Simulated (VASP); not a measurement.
# H16CO7 in VASP: single point with PBEsol

Aim: the single point of H16CO7 with PBEsol.

Everything below comes from runs of VASP 6.6.1. Logs are shortened: lines on timing, memory, paths and dates and some standing lists are left out, and cuts for length are marked.

### 1 The cell of the first run

The cell holds a disordered packing, 24 atoms: a = 5.825 Å, b = 5.825 Å, c = 5.825 Å, α = 90.00°, β = 90.00°, γ = 90.00°.

### 2 Single point, PBEsol

INCAR reads:

```
SYSTEM = H16CO7
  PREC = Accurate
  ENCUT = 1000
  EDIFF = 1E-6
  ISMEAR = -1
  SIGMA = 0.02
  LREAL = Auto
  LASPH = .TRUE.
  NELM = 120
  ALGO = Normal
  ISIF = 2
  LWAVE = .FALSE.
  LCHARG = .FALSE.
  GGA = PS
  NBANDS = 49
  GGA_COMPAT = .FALSE.
```

KPOINTS reads:

```
regular mesh
0
G
  1 1 1
  0 0 0
```

POSCAR reads:

```
H16CO7
1.0
    5.8245490000      0.0000000000      0.0000000000
    0.0000000000      5.8245490000      0.0000000000
    0.0000000000      0.0000000000      5.8245490000
O H C
7 16 1
Direct
    0.7276013935      0.8907631951      0.7463549835
    0.6825202645      0.3313916420      0.9849307002
    0.5436792381      0.5623166931      0.4705028939
    0.0102517346      0.8410567644      0.3224903255
    0.4398590505      1.0750256998      0.2975859980
    0.2282779338      0.1916451170      0.6717872561
    0.0494198413      0.5504075395      0.8307200201
    0.8454009778      0.7745243609      0.7874049850
    0.7757792718      1.0389890825      0.8123227091
    0.8362358306      0.4084681131      0.9700051377
    0.5920982809      0.4145346789      0.8695932007
    0.6183034531      0.5211790820      0.3260523868
    0.6026347056      0.7157917972      0.5094269347
   -0.1226205168      0.9352608311      0.3660532698
    0.0529435687      0.7718987858      0.4694020112
    0.3057622087      0.9886011344      0.2416111724
    0.5139150242      1.1622897658      0.1720407890
    0.3103555097      0.1830935622      0.5187220823
    0.3457282956      0.1351560197      0.7781051203
    0.1879660230      0.8572352108      0.9308255841
    0.1185539068      0.4090224996      0.7480653367
    0.2883932651      0.6172598465      1.0920980879
    0.3817259879      0.6621788470      0.7953395373
    0.2392538510      0.6758438318      0.9190071777
```

Potentials or basis: VASP PAW PBE potentials, release 64 (O_h, H_h, C_h).

The run is started by

```
> cat potpaw_PBE.64/O_h/POTCAR potpaw_PBE.64/H_h/POTCAR potpaw_PBE.64/C_h/POTCAR > POTCAR
> mpirun -np 1 vasp_gam > vasp.out
```

OUTCAR:

```text
SYSTEM = H16CO7
   PREC = Accurate
   ENCUT = 1000
   EDIFF = 1E-6
   ISMEAR = -1
   LREAL = Auto
   LASPH = .TRUE.
   NELM = 120
   ISIF = 2
   GGA = PS

 ion  position               nearest neighbor table
   1  0.728  0.891  0.746-   9 0.99   8 0.99
   2  0.683  0.331  0.985-  11 0.98  10 1.01
   3  0.544  0.562  0.471-  12 0.98  13 0.98
   4  0.010  0.841  0.322-  15 0.98  14 0.98
   5  0.440  0.075  0.298-  16 0.98  17 0.99
   6  0.228  0.192  0.672-  19 0.98  18 1.01
   7  0.049  0.550  0.831-  21 1.04  24 1.42
   8  0.845  0.775  0.787-   1 0.99
   9  0.776  0.039  0.812-   1 0.99
  10  0.836  0.408  0.970-   2 1.01
  11  0.592  0.415  0.870-   2 0.98
  12  0.618  0.521  0.326-   3 0.98
  13  0.603  0.716  0.509-   3 0.98
[... 8 lines left out ...]
  22  0.288  0.617  0.092-  24 1.10
  23  0.382  0.662  0.795-  24 1.10
  24  0.239  0.676  0.919-  20 1.10  23 1.10  22 1.10   7 1.42

  LATTYP: Found a simple cubic cell.
 ALAT       =     5.8245490000

  Lattice vectors:

 A1 = (   5.8245490000,   0.0000000000,   0.0000000000)
 A2 = (   0.0000000000,   5.8245490000,   0.0000000000)
 A3 = (   0.0000000000,   0.0000000000,   5.8245490000)

Analysis of symmetry for initial positions (statically):
=====================================================================
 Subroutine PRICEL returns:
 Original cell was already a primitive cell.

 Routine SETGRP: Setting up the symmetry group for a
 simple cubic supercell.

 Subroutine GETGRP returns: Found  1 space group operations
 (whereof  1 operations were pure point group operations)
 out of a pool of 48 trial point group operations.

The static configuration has the point symmetry C_1 .

Analysis of symmetry for dynamics (positions and initial velocities):
=====================================================================
 Subroutine PRICEL returns:
 Original cell was already a primitive cell.

 Routine SETGRP: Setting up the symmetry group for a
 simple cubic supercell.

 Subroutine GETGRP returns: Found  1 space group operations
 (whereof  1 operations were pure point group operations)
 out of a pool of 48 trial point group operations.

The dynamic configuration has the point symmetry C_1 .

 Subroutine INISYM returns: Found  1 space group operations
 (whereof  1 operations are pure point group operations),
 and found     1 'primitive' translations
[... 115 lines left out ...]
   EDIFF  = 0.1E-05   stopping-criterion for ELM
   LREAL  =      T    real-space projection
   EDIFFG = 0.1E-04   stopping-criterion for IOM
   NSW    =      0    number of steps for IOM
   IBRION =     -1    ionic relax: 0-MD 1-quasi-New 2-CG
   NFREE  =      0    steps in history (QN), initial steepest desc. (CG)
   ISIF   =      2    stress and relaxation
   ISYM   =      2    0-nonsym 1-usesym 2-fastsym
   POTIM  = 0.5000    time-step for ionic-motion
   TEBEG  =    0.0;   TEEND  =   0.0 temperature during run
   PSTRESS=    0.0 pullay stress
   NELECT =      62.0000    total number of electrons
   NUPDOWN=      -1.0000    fix difference up-down
   EMIN   =  10.00;   EMAX   =-10.00  energy-range for DOS
   EFERMI =   0.00;   METHOD = LEGACY
   ISMEAR =    -1;   SIGMA  =   0.02  broadening in eV -4-tet -1-fermi 0-gaus
   EFERMI_NEDOS =   21; number of points for ismear=-14 and -15
   IALGO  =     38    algorithm
   IMIX   =      4    mixing-type and parameters
     AMIX     =   0.40;   BMIX     =  1.00
     AMIX_MAG =   1.60;   BMIX_MAG =  1.00
  volume/ion in A,a.u.               =       8.23        55.56
  Fermi-wavevector in a.u.,A,eV,Ry     =   1.112440  2.102206 16.837506  1.237522
  Thomas-Fermi vector in A             =   2.249014
   LORBIT       =      0    0 simple, 1 ext, 2 COOP (PROOUT), +10 PAW based schemes
   GGA     = PS    functional components
   LHFCALC =     F    Hartree Fock is set to
   AEXX    =    0.0000 exact exchange contribution
   IVDW    =     0    specifies the selected vdW correction
   LEPSILON=     F    determine dielectric tensor
   LRPA    =     F    only Hartree local field effects (RPA)
 non-spin polarized calculation
  energy-cutoff  :     1000.00
  volume of cell :      197.60
 maximum number of plane-waves:      7074
   NGX = 31   NGY = 31   NGZ = 31

 number of electron      62.0000000 magnetization

 Free energy of the ion-electron system (eV)
  ---------------------------------------------------
  ext. energy  EPLUGINS =         0.00000000
  ---------------------------------------------------
  free energy    TOTEN  =      -118.67645932 eV

  energy without entropy =     -118.67645932  energy(sigma->0) =     -118.67645932

 E-fermi :  -1.8285     XC(G=0):  -7.8004

 val. band max:       -2.3581270557   @ k =   0.0000   0.0000   0.0000
 cond. band min:       2.4219179602   @ k =   0.0000   0.0000   0.0000
 fundamental gap:      4.7800450159
 Fermi energy:        -1.8285353925

 k-point     1 :       0.0000    0.0000    0.0000
  band No.  band energies     occupation
      1     -21.7993      2.00000
      2     -21.1562      2.00000
      3     -21.0719      2.00000
      4     -20.8796      2.00000
      5     -20.5662      2.00000
      6     -20.5018      2.00000
[... 35 lines left out ...]
     42       8.6716      0.00000
     43       8.8695      0.00000
 [bands above 43 left out]

------------------------ aborting loop because EDIFF is reached ----------------------------------------

  FORCE on cell =-STRESS in cart. coord.  units (eV):
  Direction    XX          YY          ZZ          XY          YZ          ZX
  --------------------------------------------------------------------------------------
  -------------------------------------------------------------------------------------
  Total       -0.0085455      1.0001660      0.3400779      0.4439607      0.5829512      0.0068307
  in kB       -0.0692883      8.1095312      2.7574146      3.5997156      4.7266767      0.0553845
  external PRESSURE =       3.5992192 kB  Pullay stress =       0.0000000 kB

 VOLUME and BASIS-vectors are now :
 -----------------------------------------------------------------------------
  energy-cutoff  :     1000.00
  volume of cell :      197.60
      direct lattice vectors                 reciprocal lattice vectors
     5.824549000  0.000000000  0.000000000     0.171687113  0.000000000  0.000000000
     0.000000000  5.824549000  0.000000000     0.000000000  0.171687113  0.000000000
     0.000000000  0.000000000  5.824549000     0.000000000  0.000000000  0.171687113

 POSITION                                       TOTAL-FORCE (eV/Angst)
 -----------------------------------------------------------------------------------
      4.23795      5.18829      4.34718         0.220842      0.208821      0.038224
      3.97537      1.93021      5.73678        -0.008533     -0.034810     -0.043559
      3.16669      3.27524      2.74047         0.021084     -0.002156     -0.010657
      0.05971      4.89878      1.87836        -0.179959      0.121699      0.097616
      2.56198      0.43699      1.73330        -0.052896      0.063663     -0.029841
      1.32962      1.11625      3.91286         0.165307     -0.049446      0.126440
[... 16 lines left out ...]
      2.22338      3.85689      4.63249         0.082944      0.019218      0.099323
      1.39355      3.93649      5.35280         0.092800     -0.005805     -0.017255
 -----------------------------------------------------------------------------------
    total drift:                                0.000276     -0.004330      0.002220

  FREE ENERGIE OF THE ION-ELECTRON SYSTEM (eV)
  ---------------------------------------------------
  free  energy   TOTEN  =      -118.6764593197 eV

  energy  without entropy=     -118.6764593197  energy(sigma->0) =     -118.67645932
```

OSZICAR:

```text
N       E                     dE             d eps       ncg     rms          rms(c)
DAV:   1     0.767913000448E+03    0.76791E+03   -0.47863E+04    98   0.200E+03
DAV:   2     0.284464165674E+01   -0.76507E+03   -0.71426E+03   139   0.372E+02
DAV:   3    -0.124345799285E+03   -0.12719E+03   -0.12533E+03   124   0.152E+02
DAV:   4    -0.128651957313E+03   -0.43062E+01   -0.42860E+01   116   0.303E+01
DAV:   5    -0.128759485032E+03   -0.10753E+00   -0.10733E+00   140   0.459E+00    0.199E+01
DAV:   6    -0.119212124597E+03    0.95474E+01   -0.24660E+01   124   0.222E+01    0.787E+00
DAV:   7    -0.118807645479E+03    0.40448E+00   -0.11791E+00   132   0.559E+00    0.468E+00
DAV:   8    -0.118663118617E+03    0.14453E+00   -0.35573E-01   124   0.399E+00    0.609E-01
DAV:   9    -0.118668598944E+03   -0.54803E-02   -0.47741E-02   116   0.126E+00    0.299E-01
DAV:  10    -0.118674578185E+03   -0.59792E-02   -0.10054E-02   116   0.481E-01    0.141E-01
DAV:  11    -0.118675497837E+03   -0.91965E-03   -0.76754E-04   124   0.220E-01    0.722E-02
DAV:  12    -0.118676408552E+03   -0.91071E-03   -0.78774E-04   116   0.152E-01    0.284E-02
DAV:  13    -0.118676452756E+03   -0.44204E-04   -0.79519E-05   124   0.672E-02    0.119E-02
DAV:  14    -0.118676458387E+03   -0.56317E-05   -0.21284E-05   116   0.266E-02    0.859E-03
DAV:  15    -0.118676459320E+03   -0.93247E-06   -0.77411E-06   132   0.194E-02
   1 F= -.11867646E+03 E0= -.11867646E+03  d E =-.347650E-11
```

stdout:

```text
POSCAR found type information on POSCAR O H C
 POSCAR found :  3 types and      24 ions
 scaLAPACK will be used
 -----------------------------------------------------------------------------
|                                                                             |
|                                                                             |
|     You enforced a specific xc type in the INCAR file but a different       |
|     I HOPE YOU KNOW WHAT YOU ARE DOING!                                     |
|                                                                             |
 -----------------------------------------------------------------------------

 LDA part: xc-table for (Slater+PW92), standard interpolation
 POSCAR, INCAR and KPOINTS ok, starting setup
 FFT: planning ... GRIDC
 FFT: planning ... GRID_SOFT
 FFT: planning ... GRID
 WAVECAR not read
 entering main loop
```

Wall time 40 s (1 thread of Intel Xeon Platinum 8559C (Emerald Rapids), shared host); peak memory 0.45 GiB.

Results:

| Property | Result |
| --- | --- |
| Free energy | -118.6765 eV |
| Pressure | 0.4 GPa |
| Largest force | 0.306 eV/Å |

Forces on the atoms (eV/Å):
```
O    0.221  0.209  0.038
O   -0.009 -0.035 -0.044
O    0.021 -0.002 -0.011
O   -0.180  0.122  0.098
O   -0.053  0.064 -0.030
O    0.165 -0.049  0.126
O   -0.201 -0.076 -0.029
H   -0.105  0.088 -0.006
H   -0.177 -0.219 -0.072
H    0.027  0.072 -0.048
H    0.035 -0.018 -0.026
H   -0.017  0.010  0.035
H   -0.014 -0.007  0.012
H    0.159 -0.094  0.021
H    0.050 -0.015 -0.073
H    0.020 -0.026  0.020
H   -0.027 -0.044  0.058
H    0.047 -0.019 -0.093
H   -0.170 -0.005 -0.109
H    0.010  0.060  0.001
H   -0.028 -0.008  0.024
H    0.051 -0.021  0.023
H    0.083  0.019  0.099
C    0.093 -0.006 -0.017
```

Caveat: the k points lie up to 1.08 Å⁻¹ apart, too coarse for converged energies, forces and pressures; the PAW data sets were made with another functional, which shifts forces and pressure a little.
